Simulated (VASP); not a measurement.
# HfAl2N3 (P6_3mc) in VASP: further runs, part 2 of 2

VASP 6.6.1. The steps go on from the part before.

### Step 3. Single point, PBE

This run uses another cell than the first one, of 13.62 Å³/atom.

INCAR

```
SYSTEM = HfAl2N3
  ALGO = Normal
  EDIFF = 1E-7
  ENCUT = 520
  GGA = PE
  ISIF = 2
  ISMEAR = 0
  LASPH = .True.
  LCHARG = .True.
  LELF = .True.
  LREAL = .False.
  LVHAR = .True.
  LWAVE = .False.
  NBANDS = 43
  NELM = 60
  PREC = Accurate
  SIGMA = 0.1
```

KPOINTS

```
k-points
0
Gamma
  6 6 1
  0 0 0
```

POSCAR

```
HfAl2N3
1.0
    3.3980310500      0.0000000000      0.0000000000
   -1.6990155300      2.9427812100      0.0000000000
    0.0000000000      0.0000000000     16.3470875900
Hf Al N
2 4 6
Direct
    0.6666666700      0.3333333300      0.4997623400
    0.3333333300      0.6666666700      0.9997623400
    0.6666666700      0.3333333300      0.1664290000
    0.6666666700      0.3333333300      0.8330956700
    0.3333333300      0.6666666700      0.3330956700
    0.3333333300      0.6666666700      0.6664290000
    0.6666666700      0.3333333300      0.2935710000
    0.6666666700      0.3333333300      0.6269043300
    0.6666666700      0.3333333300      0.9602376600
    0.3333333300      0.6666666700      0.1269043300
    0.3333333300      0.6666666700      0.4602376600
    0.3333333300      0.6666666700      0.7935710000
```

Potentials or basis: VASP PAW PBE potentials, release 64 (Hf_pv, Al, N).

On the command line:

```sh
cat potpaw_PBE.64/Hf_pv/POTCAR potpaw_PBE.64/Al/POTCAR potpaw_PBE.64/N/POTCAR > POTCAR
mpirun -np 1 vasp_std > vasp.out
```

OUTCAR:

```text
SYSTEM = HfAl2N3
   EDIFF = 1E-7
   ENCUT = 520
   GGA = PE
   ISIF = 2
   ISMEAR = 0
   LASPH = .True.
   LREAL = .False.
   NELM = 60
   PREC = Accurate

 ion  position               nearest neighbor table
   1  0.667  0.333  0.500-  11 2.07  11 2.07  11 2.07   8 2.08   6 3.36   6 3.36   6 3.36   5 3.36
                             5 3.36   5 3.36
   2  0.333  0.667  1.000-   9 2.07   9 2.07   9 2.07  10 2.08   3 3.36   3 3.36   3 3.36   4 3.36
                             4 3.36   4 3.36
   3  0.667  0.333  0.166-  10 2.07  10 2.07  10 2.07   7 2.08   2 3.36   2 3.36   2 3.36   5 3.36
                             5 3.36   5 3.36
[... 543 lines left out ...]
  energy-cutoff  :      520.00
  volume of cell :      163.47
      direct lattice vectors                 reciprocal lattice vectors
     3.398031050  0.000000000  0.000000000     0.294288070  0.169907297  0.000000000
    -1.699015530  2.942781210  0.000000000     0.000000000  0.339814593  0.000000000
     0.000000000  0.000000000 16.347087590     0.000000000  0.000000000  0.061172976

 POSITION                                       TOTAL-FORCE (eV/Angst)
 -----------------------------------------------------------------------------------
      1.69902      0.98093      8.16966         0.000000      0.000000      0.179418
     -0.00000      1.96185     16.34320        -0.000000      0.000000      0.179418
      1.69902      0.98093      2.72063         0.000000      0.000000      0.418961
      1.69902      0.98093     13.61869         0.000000     -0.000000     -0.589272
     -0.00000      1.96185      5.44514        -0.000000      0.000000     -0.589272
     -0.00000      1.96185     10.89417        -0.000000      0.000000      0.418961
      1.69902      0.98093      4.79903        -0.000000      0.000000      0.372043
      1.69902      0.98093     10.24806         0.000000     -0.000000      1.927529
      1.69902      0.98093     15.69709        -0.000000     -0.000000     -2.308679
     -0.00000      1.96185      2.07452        -0.000000      0.000000      1.927529
     -0.00000      1.96185      7.52355        -0.000000      0.000000     -2.308679
     -0.00000      1.96185     12.97257         0.000000     -0.000000      0.372043
 -----------------------------------------------------------------------------------
    total drift:                               -0.000032      0.000019     -0.000245

  FREE ENERGIE OF THE ION-ELECTRON SYSTEM (eV)
  ---------------------------------------------------
  free  energy   TOTEN  =       -97.5734121844 eV

  energy  without entropy=      -97.5398082733  energy(sigma->0) =      -97.55661023
```

OSZICAR:

```text
N       E                     dE             d eps       ncg     rms          rms(c)
DAV:   1     0.305983594438E+03    0.30598E+03   -0.30296E+04   602   0.132E+03
DAV:   2    -0.839230044205E+02   -0.38991E+03   -0.37166E+03   735   0.313E+02
DAV:   3    -0.112919961954E+03   -0.28997E+02   -0.28317E+02   748   0.775E+01
DAV:   4    -0.113549314085E+03   -0.62935E+00   -0.62470E+00   748   0.120E+01
DAV:   5    -0.113563101239E+03   -0.13787E-01   -0.13769E-01   761   0.161E+00    0.809E+01
DAV:   6    -0.979847929406E+02    0.15578E+02   -0.88071E+01   697   0.354E+01    0.634E+01
DAV:   7    -0.977274727465E+02    0.25732E+00   -0.63468E+00   729   0.114E+01    0.237E+01
DAV:   8    -0.975728073233E+02    0.15467E+00   -0.61779E-01   716   0.405E+00    0.182E+00
DAV:   9    -0.975745604050E+02   -0.17531E-02   -0.12253E-01   756   0.139E+00    0.200E+00
DAV:  10    -0.975737557524E+02    0.80465E-03   -0.10932E-02   740   0.572E-01    0.721E-01
DAV:  11    -0.975734587349E+02    0.29702E-03   -0.30580E-03   748   0.362E-01    0.229E-01
DAV:  12    -0.975734508597E+02    0.78752E-05   -0.92340E-04   716   0.150E-01    0.237E-01
DAV:  13    -0.975734145447E+02    0.36315E-04   -0.11225E-04   708   0.589E-02    0.974E-02
DAV:  14    -0.975734218148E+02   -0.72700E-05   -0.80546E-05   740   0.408E-02    0.475E-02
DAV:  15    -0.975734116543E+02    0.10161E-04   -0.33222E-05   764   0.303E-02    0.222E-02
DAV:  16    -0.975734125876E+02   -0.93332E-06   -0.68621E-06   716   0.127E-02    0.784E-03
DAV:  17    -0.975734122059E+02    0.38165E-06   -0.12801E-06   780   0.629E-03    0.302E-03
DAV:  18    -0.975734121844E+02    0.21552E-07   -0.41792E-07   636   0.280E-03
   1 F= -.97573412E+02 E0= -.97556610E+02  d E =-.336039E-01
```

Run time: 84 s. Hardware: 1 thread of AMD EPYC 7R13 (Zen 3), shared host; peak memory 0.28 GiB.

Results:

| Item | Value |
| --- | --- |
| Free energy | -97.5734 eV |
| Pressure | -11.5 GPa |
| Largest force | 2.309 eV/Å |
| Band gap on the k mesh | zero (bands 31 and 32 overlap by 1.28 eV) |

Forces on the atoms (eV/Å):
```
Hf   0.000  0.000  0.179
Hf   0.000  0.000  0.179
Al   0.000  0.000  0.419
Al   0.000  0.000 -0.589
Al   0.000  0.000 -0.589
Al   0.000  0.000  0.419
N    0.000  0.000  0.372
N    0.000  0.000  1.928
N    0.000  0.000 -2.309
N    0.000  0.000  1.928
N    0.000  0.000 -2.309
N    0.000  0.000  0.372
```

Levels at points of the mesh, in eV from the Fermi level:
```
           k point  band 28  band 29  band 30  band 31  band 32  band 33  band 34  band 35
(0.00, 0.00, 0.00)    -3.75    -3.73    -3.73    -1.31    -0.17     0.00     1.03     2.06
(0.50, 0.00, 0.00)    -4.33    -4.22    -4.08    -0.33     0.10     0.57     0.91     1.14
```

Caveat: the k points lie up to 0.38 Å⁻¹ apart, too coarse for converged energies and pressures of a metal; spin-orbit coupling is left out, which moves the levels of the heavy elements; forces of over 1 eV/Å act on the atoms, so gaps and moduli don't describe the material at rest.
